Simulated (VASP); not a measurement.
# VSi (rocksalt type) (Fm-3m) in VASP: further runs, part 3 of 3

VASP 6.6.1. The steps go on from the part before.

## Step 5: Electric field gradients, PBE, collinear spin, ferromagnetic start

This run uses another cell than the first one, of 14.59 Å³/atom.

Contents of INCAR:

```
SYSTEM = VSi
PREC     = Accurate       ! precision mode
ENCUT    = 520            ! plane-wave cutoff, eV
EDIFF    = 1E-8           ! SCF threshold, eV
ISMEAR   = -1             ! smearing method
SIGMA    = 0.03           ! smearing width, eV
LREAL    = .False.        ! projectors in reciprocal space
LASPH    = .True.         ! aspherical terms in the spheres
NELM     = 150            ! most SCF steps
ALGO     = Normal         ! electronic algorithm
ISIF     = 2              ! what is computed and relaxed
LWAVE    = .False.        ! write WAVECAR
LCHARG   = .False.        ! write CHGCAR
ISPIN    = 2              ! spin polarisation
MAGMOM   = 1.5 0          ! initial moments
LORBIT   = 11             ! projections on sites
LMAXMIX  = 4              ! l up to which the mixer works
GGA      = PE             ! functional
LEFG     = .True.       
NBANDS   = 20             ! bands
```

Contents of KPOINTS:

```
Automatic mesh
0
Gamma
  13 13 13
  0 0 0
```

Contents of POSCAR:

```
VSi
1.0
    0.0000000000      2.4436595036      2.4436595036
    2.4436595036      0.0000000000      2.4436595036
    2.4436595036      2.4436595036      0.0000000000
V Si
1 1
Direct
    0.0000000000      0.0000000000      0.0000000000
    0.5000000000      0.5000000000      0.5000000000
```

Potentials or basis: VASP PAW PBE potentials, release 64 (V_sv, Si).

Run with:

```bash
$ cat potpaw_PBE.64/V_sv/POTCAR potpaw_PBE.64/Si/POTCAR > POTCAR
$ mpirun -np 1 vasp_std > vasp.out
```

OUTCAR:

```text
SYSTEM = VSi
   PREC = Accurate
   ENCUT = 520
   EDIFF = 1E-8
   ISMEAR = -1
   LREAL = .False.
   LASPH = .True.
   NELM = 150
   ISIF = 2
   ISPIN = 2
   LORBIT = 11
   GGA = PE

 ion  position               nearest neighbor table
   1  0.000  0.000  0.000-   2 2.44   2 2.44   2 2.44   2 2.44   2 2.44   2 2.44
   2  0.500  0.500  0.500-   1 2.44   1 2.44   1 2.44   1 2.44   1 2.44   1 2.44

  LATTYP: Found a face centered cubic cell.
 ALAT       =     4.8873190072

  Lattice vectors:

 A1 = (   0.0000000000,   2.4436595036,   2.4436595036)
 A2 = (   2.4436595036,   0.0000000000,   2.4436595036)
 A3 = (   2.4436595036,   2.4436595036,   0.0000000000)

[... 1346 lines left out ...]

 Electric field gradients after diagonalization (V/A^2)
 (convention: |V_zz| > |V_xx| > |V_yy|)
----------------------------------------------------------------------
 ion       V_xx      V_yy      V_zz     asymmetry (V_yy - V_xx)/ V_zz
----------------------------------------------------------------------
   1       0.000     0.000    -0.000       0.000
   2      -0.000    -0.000     0.000       0.000
----------------------------------------------------------------------

           NMR quadrupolar parameters

 Cq : quadrupolar parameter    Cq=e*Q*V_zz/h
 eta: asymmetry parameters     (V_yy - V_xx)/ V_zz
 Q  : nuclear electric quadrupole moment in mb (millibarn)
----------------------------------------------------------------------
 ion       Cq(MHz)       eta       Q (mb)
----------------------------------------------------------------------
   1      -0.000       0.000       1.000
   2       0.000       0.000       1.000
----------------------------------------------------------------------

 total charge

# of ion       s       p       d       tot
------------------------------------------
    1        2.225   6.184   3.206  11.615
    2        0.800   0.947   0.000   1.747
--------------------------------------------------
tot          3.025   7.131   3.206  13.362

 magnetization (x)

# of ion       s       p       d       tot
------------------------------------------
    1        0.000   0.000   0.000   0.000
    2       -0.000  -0.000   0.000  -0.000
--------------------------------------------------
tot         -0.000  -0.000   0.000   0.000
```

OSZICAR:

```text
N       E                     dE             d eps       ncg     rms          rms(c)
DAV:   1     0.128014415312E+03    0.12801E+03   -0.79535E+03  6728   0.842E+02
DAV:   2    -0.134165806719E+02   -0.14143E+03   -0.13461E+03  7016   0.268E+02
DAV:   3    -0.168636092247E+02   -0.34470E+01   -0.34128E+01  7848   0.436E+01
[... 12 lines left out ...]
DAV:  16    -0.144221306819E+02   -0.18610E-06   -0.18573E-07  7552   0.241E-03    0.261E-03
DAV:  17    -0.144221307643E+02   -0.82362E-07   -0.44613E-08  7624   0.135E-03    0.214E-03
DAV:  18    -0.144221308460E+02   -0.81686E-07   -0.33683E-07  7524   0.397E-03    0.922E-04
DAV:  19    -0.144221308790E+02   -0.32997E-07   -0.37594E-08  7140   0.111E-03    0.684E-04
DAV:  20    -0.144221308820E+02   -0.29740E-08   -0.22021E-09  3632   0.274E-04
   1 F= -.14422131E+02 E0= -.14418741E+02  d E =-.678023E-02  mag=     0.0000
```

It took 64 s on 1 thread of Intel Xeon 6975P-C (Granite Rapids), shared host; peak memory 0.22 GiB.

What came out:

- Free energy: -14.4221 eV
- Pressure: 0.1 GPa
- Net moment: 0.00 μB per cell
- Largest electric field gradient by atom: zero within the noise of the run
- Valence electrons inside the program's atomic spheres: V 11.62; Si 1.75

Levels at points of the mesh, in eV from the Fermi level:
Spin up:
```tsv
k point	band 5	band 6	band 7	band 8	band 9	band 10	band 11	band 12
(0.00, 0.00, 0.00)	-11.22	-0.92	-0.92	-0.92	-0.63	-0.63	3.56	3.56
```
Spin down:
```
           k point  band 4  band 5  band 6  band 7  band 8  band 9  band 10  band 11  band 12  band 13
(0.00, 0.00, 0.00)  -38.25  -11.22   -0.92   -0.92   -0.92   -0.63    -0.63     3.56     3.56     3.56
```

## Step 6: Electric field gradients, PBE, collinear spin, ferromagnetic start

This run uses another cell than the first one, of 14.59 Å³/atom.

Contents of INCAR:

```
ALGO = Normal
EDIFF = 1E-8
ENCUT = 520
GGA = PE
ISIF = 2
ISMEAR = -1
ISPIN = 2
LASPH = True
LCHARG = False
LEFG = True
LMAXMIX = 4
LORBIT = 11
LREAL = False
LWAVE = False
MAGMOM = 1.5 0
NBANDS = 20
NELM = 150
PREC = Accurate
SIGMA = 0.03
```

Contents of KPOINTS:

```
k-points
0
Gamma
  13 13 13
```

POSCAR is that of step 5.

Potentials or basis: VASP PAW PBE potentials, release 64 (V_sv, Si).

Run with:

```bash
$ cat potpaw_PBE.64/V_sv/POTCAR potpaw_PBE.64/Si/POTCAR > POTCAR
$ mpirun -np 1 vasp_std > vasp.out
```

OUTCAR:

```text
EDIFF = 1E-8
   ENCUT = 520
   GGA = PE
   ISIF = 2
   ISMEAR = -1
   ISPIN = 2
   LASPH = True
   LORBIT = 11
   LREAL = False
   NELM = 150
   PREC = Accurate

 ion  position               nearest neighbor table
   1  0.000  0.000  0.000-   2 2.44   2 2.44   2 2.44   2 2.44   2 2.44   2 2.44
   2  0.500  0.500  0.500-   1 2.44   1 2.44   1 2.44   1 2.44   1 2.44   1 2.44

  LATTYP: Found a face centered cubic cell.
 ALAT       =     4.8873190072

  Lattice vectors:

 A1 = (   0.0000000000,   2.4436595036,   2.4436595036)
 A2 = (   2.4436595036,   0.0000000000,   2.4436595036)
 A3 = (   2.4436595036,   2.4436595036,   0.0000000000)

Analysis of symmetry for initial positions (statically):
=====================================================================
 Subroutine PRICEL returns:
 Original cell was already a primitive cell.

 Routine SETGRP: Setting up the symmetry group for a
 face centered cubic supercell.

 Subroutine GETGRP returns: Found 48 space group operations
 (whereof 48 operations were pure point group operations)
 out of a pool of 48 trial point group operations.
[... 1320 lines left out ...]
    total drift:                               -0.000000     -0.000000      0.000000

  FREE ENERGIE OF THE ION-ELECTRON SYSTEM (eV)
  ---------------------------------------------------
  free  energy   TOTEN  =       -14.4221308820 eV

  energy  without entropy=      -14.4153506486  energy(sigma->0) =      -14.41874077

 Electric field gradients (V/A^2)
---------------------------------------------------------------------
 ion       V_xx      V_yy      V_zz      V_xy      V_xz      V_yz
---------------------------------------------------------------------
   1      -0.000    -0.000     0.000    -0.000    -0.000    -0.000
   2       0.000    -0.000    -0.000     0.000     0.000     0.000
---------------------------------------------------------------------

 Electric field gradients after diagonalization (V/A^2)
 (convention: |V_zz| > |V_xx| > |V_yy|)
----------------------------------------------------------------------
 ion       V_xx      V_yy      V_zz     asymmetry (V_yy - V_xx)/ V_zz
----------------------------------------------------------------------
   1       0.000     0.000    -0.000       0.000
   2      -0.000    -0.000     0.000       0.000
----------------------------------------------------------------------

           NMR quadrupolar parameters

 Cq : quadrupolar parameter    Cq=e*Q*V_zz/h
 eta: asymmetry parameters     (V_yy - V_xx)/ V_zz
 Q  : nuclear electric quadrupole moment in mb (millibarn)
----------------------------------------------------------------------
 ion       Cq(MHz)       eta       Q (mb)
----------------------------------------------------------------------
   1      -0.000       0.000       1.000
   2       0.000       0.000       1.000
----------------------------------------------------------------------

 total charge

# of ion       s       p       d       tot
------------------------------------------
    1        2.225   6.184   3.206  11.615
    2        0.800   0.947   0.000   1.747
--------------------------------------------------
tot          3.025   7.131   3.206  13.362

 magnetization (x)

# of ion       s       p       d       tot
------------------------------------------
    1        0.000   0.000   0.000   0.000
    2       -0.000  -0.000   0.000  -0.000
--------------------------------------------------
tot         -0.000  -0.000   0.000   0.000
```

OSZICAR:

```text
N       E                     dE             d eps       ncg     rms          rms(c)
DAV:   1     0.128014415312E+03    0.12801E+03   -0.79535E+03  6728   0.842E+02
DAV:   2    -0.134165806719E+02   -0.14143E+03   -0.13461E+03  7016   0.268E+02
DAV:   3    -0.168636092247E+02   -0.34470E+01   -0.34128E+01  7848   0.436E+01
[... 12 lines left out ...]
DAV:  16    -0.144221306819E+02   -0.18610E-06   -0.18573E-07  7552   0.241E-03    0.261E-03
DAV:  17    -0.144221307643E+02   -0.82362E-07   -0.44613E-08  7624   0.135E-03    0.214E-03
DAV:  18    -0.144221308460E+02   -0.81686E-07   -0.33683E-07  7524   0.397E-03    0.922E-04
DAV:  19    -0.144221308790E+02   -0.32997E-07   -0.37594E-08  7140   0.111E-03    0.684E-04
DAV:  20    -0.144221308820E+02   -0.29740E-08   -0.22021E-09  3632   0.274E-04
   1 F= -.14422131E+02 E0= -.14418741E+02  d E =-.678023E-02  mag=     0.0000
```

stdout:

```text
POSCAR found type information on POSCAR V Si
 POSCAR found :  2 types and       2 ions
 scaLAPACK will be used
 LDA part: xc-table for (Slater+PW92), standard interpolation
 POSCAR, INCAR and KPOINTS ok, starting setup
 FFT: planning ... GRIDC
 FFT: planning ... GRID_SOFT
 FFT: planning ... GRID
 WAVECAR not read
 entering main loop
ion   1

ion   2
```

Wall time 64 s (1 thread of Intel Xeon 6975P-C (Granite Rapids), shared host); peak memory 0.22 GiB.

What came out:

```
Free energy                                           : -14.4221 eV
Pressure                                              : 0.1 GPa
Net moment                                            : 0.00 μB per cell
Largest electric field gradient by atom               : zero within the noise of the run
Valence electrons inside the program's atomic spheres : V 11.62; Si 1.75
```

## Step 7: Electric field gradients, PBE, collinear spin, ferromagnetic start (14.88 Å³/atom)

This run uses another cell than the first one, of 14.88 Å³/atom.

Contents of INCAR:

```
SYSTEM = VSi
PREC = Accurate
ENCUT = 520
EDIFF = 1E-8
ISMEAR = -1
SIGMA = 0.03
LREAL = .False.
LASPH = .True.
NELM = 150
ALGO = Normal
ISIF = 2
LWAVE = .False.
LCHARG = .False.
ISPIN = 2
MAGMOM = 1.5 0
LORBIT = 11
LMAXMIX = 4
GGA = PE
LEFG = .True.
NBANDS = 20
```

Contents of KPOINTS:

```
regular mesh
0
Gamma
  13 13 13
  0 0 0
```

Contents of POSCAR:

```
VSi
1.0
    0.0000000000      2.4598431508      2.4598431508
    2.4598431508      0.0000000000      2.4598431508
    2.4598431508      2.4598431508      0.0000000000
V Si
1 1
Direct
    0.0000000000      0.0000000000      0.0000000000
    0.5000000000      0.5000000000      0.5000000000
```

Potentials or basis: VASP PAW PBE potentials, release 64 (V_sv, Si).

Run with:

```bash
$ cat potpaw_PBE.64/V_sv/POTCAR potpaw_PBE.64/Si/POTCAR > POTCAR
$ mpirun -np 1 vasp_std > vasp.out
```

OUTCAR:

```text
SYSTEM = VSi
   PREC = Accurate
   ENCUT = 520
   EDIFF = 1E-8
   ISMEAR = -1
   LREAL = .False.
   LASPH = .True.
   NELM = 150
   ISIF = 2
   ISPIN = 2
   LORBIT = 11
   GGA = PE

 ion  position               nearest neighbor table
   1  0.000  0.000  0.000-   2 2.46   2 2.46   2 2.46   2 2.46   2 2.46   2 2.46
   2  0.500  0.500  0.500-   1 2.46   1 2.46   1 2.46   1 2.46   1 2.46   1 2.46

  LATTYP: Found a face centered cubic cell.
 ALAT       =     4.9196863016

  Lattice vectors:

 A1 = (   0.0000000000,   2.4598431508,   2.4598431508)
 A2 = (   2.4598431508,   0.0000000000,   2.4598431508)
 A3 = (   2.4598431508,   2.4598431508,   0.0000000000)

[... 1346 lines left out ...]

 Electric field gradients after diagonalization (V/A^2)
 (convention: |V_zz| > |V_xx| > |V_yy|)
----------------------------------------------------------------------
 ion       V_xx      V_yy      V_zz     asymmetry (V_yy - V_xx)/ V_zz
----------------------------------------------------------------------
   1       0.001     0.001    -0.002       0.000
   2      -0.000    -0.000     0.000       0.000
----------------------------------------------------------------------

           NMR quadrupolar parameters

 Cq : quadrupolar parameter    Cq=e*Q*V_zz/h
 eta: asymmetry parameters     (V_yy - V_xx)/ V_zz
 Q  : nuclear electric quadrupole moment in mb (millibarn)
----------------------------------------------------------------------
 ion       Cq(MHz)       eta       Q (mb)
----------------------------------------------------------------------
   1      -0.000       0.000       1.000
   2       0.000       0.000       1.000
----------------------------------------------------------------------

 total charge

# of ion       s       p       d       tot
------------------------------------------
    1        2.221   6.177   3.183  11.582
    2        0.798   0.937   0.000   1.735
--------------------------------------------------
tot          3.019   7.115   3.183  13.318

 magnetization (x)

# of ion       s       p       d       tot
------------------------------------------
    1       -0.000  -0.000   0.000  -0.000
    2        0.000   0.000   0.000   0.000
--------------------------------------------------
tot         -0.000  -0.000   0.000  -0.000
```

OSZICAR:

```text
N       E                     dE             d eps       ncg     rms          rms(c)
DAV:   1     0.127366025852E+03    0.12737E+03   -0.79290E+03  6728   0.837E+02
DAV:   2    -0.134218831674E+02   -0.14079E+03   -0.13417E+03  7032   0.267E+02
DAV:   3    -0.169128005989E+02   -0.34909E+01   -0.34570E+01  7864   0.438E+01
[... 13 lines left out ...]
DAV:  17    -0.144176896396E+02   -0.28009E-06   -0.15652E-07  7576   0.258E-03    0.309E-03
DAV:  18    -0.144176898951E+02   -0.25545E-06   -0.97241E-07  7568   0.662E-03    0.126E-03
DAV:  19    -0.144176899317E+02   -0.36597E-07   -0.10192E-07  7200   0.184E-03    0.852E-04
DAV:  20    -0.144176899425E+02   -0.10852E-07   -0.14330E-09  3660   0.240E-04    0.271E-04
DAV:  21    -0.144176899506E+02   -0.80618E-08   -0.28777E-09  3808   0.342E-04
   1 F= -.14417690E+02 E0= -.14414269E+02  d E =-.684150E-02  mag=     0.0000
```

It took 67 s on 1 thread of Intel Xeon 6975P-C (Granite Rapids), shared host; peak memory 0.22 GiB.

What came out:

```
Free energy                                           : -14.4177 eV
Pressure                                              : -2.6 GPa
Net moment                                            : 0.00 μB per cell
Largest electric field gradient by atom               : zero within the noise of the run
Valence electrons inside the program's atomic spheres : V 11.58; Si 1.74
```

Levels at points of the mesh, in eV from the Fermi level:
Spin up:
| k point | band 6 | band 7 | band 8 | band 9 | band 10 | band 11 |
| --- | --- | --- | --- | --- | --- | --- |
| (0.00, 0.00, 0.00) | -0.88 | -0.88 | -0.88 | -0.61 | -0.61 | 3.47 |
Spin down:
```csv
k point,band 5,band 6,band 7,band 8,band 9,band 10,band 11,band 12
"(0.00, 0.00, 0.00)",-11.10,-0.88,-0.88,-0.88,-0.61,-0.61,3.47,3.47
```

## Step 8: Summary

```tsv
cell	gap on the mesh (eV)	pressure (GPa)	moment (μB)
a = 3.409 Å, angles 60.0°, 2 atoms	none	6.3	0.00
a = 3.433 Å, angles 60.0°, 2 atoms	none	3.0	0.00
a = 3.456 Å, angles 60.0°, 2 atoms	none	0.1	0.00
a = 3.479 Å, angles 60.0°, 2 atoms	none	-2.6	0.00
```

Alike in all rows: task electric field gradients; level PBE; potentials or basis VASP PAW PBE potentials, release 64 (V_sv, Si); spin collinear, ferromagnetic start; k mesh 13 × 13 × 13; cutoff (eV) 520; smearing fermi-dirac 0.03 eV.

Caveats: the cell stands under pressure (at least some runs).

Absolute energies hang on the potentials; compare differences alone.
